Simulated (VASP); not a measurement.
Here is a VASP 6.6.1 calculation.

The input INCAR:

```
ALGO = Normal
EDIFF = 1E-6
ENCUT = 520
GGA = PE
ISIF = 2
ISMEAR = 0
LASPH = True
LCHARG = False
LREAL = False
LWAVE = False
NBANDS = 26
NELM = 80
PREC = Accurate
SIGMA = 0.1
```

KPOINTS

```
k-points
0
Gamma
  10 10 4
```

The input POSCAR:

```
GeSbTe3
1.0
    4.2994887919      0.0000000000      0.0000000000
    0.0000000000      4.2994887919      0.0000000000
    0.0000000000      0.0000000000      9.0591360158
Ge Sb Te
1 1 3
Direct
    0.5000000000      0.5000000000      0.7435536797
    0.0000000000      0.0000000000      0.9688810728
    0.5000000000      0.5000000000      0.0692662879
    0.0000000000      0.5000000000      0.4930994798
    0.5000000000      0.0000000000      0.4930994798
```

Potentials or basis: VASP PAW PBE potentials, release 64 (Ge_d, Sb, Te).

Run with:

```bash
$ cat potpaw_PBE.64/Ge_d/POTCAR potpaw_PBE.64/Sb/POTCAR potpaw_PBE.64/Te/POTCAR > POTCAR
$ mpirun -np 1 vasp_std > vasp.out
```

Question: What does it give for the pressure?

Answer: 0.0 GPa.

Question: Predict the largest force.

Answer: 0.011 eV/Å.

Question: Estimate the band gap on the k mesh.

Answer: Zero (an odd number of electrons rules out a gap without spin polarisation).

Forces on the atoms (eV/Å):
```
Ge   0.000  0.000 -0.007
Sb   0.000  0.000  0.000
Te   0.000  0.000  0.011
Te   0.000  0.000 -0.002
Te   0.000  0.000 -0.002
```

Caveat: spin-orbit coupling is left out, which moves the levels of the heavy elements; this functional lacks dispersion, which binds layers or chains, so the pressure and a relaxed spacing across them are unreliable.
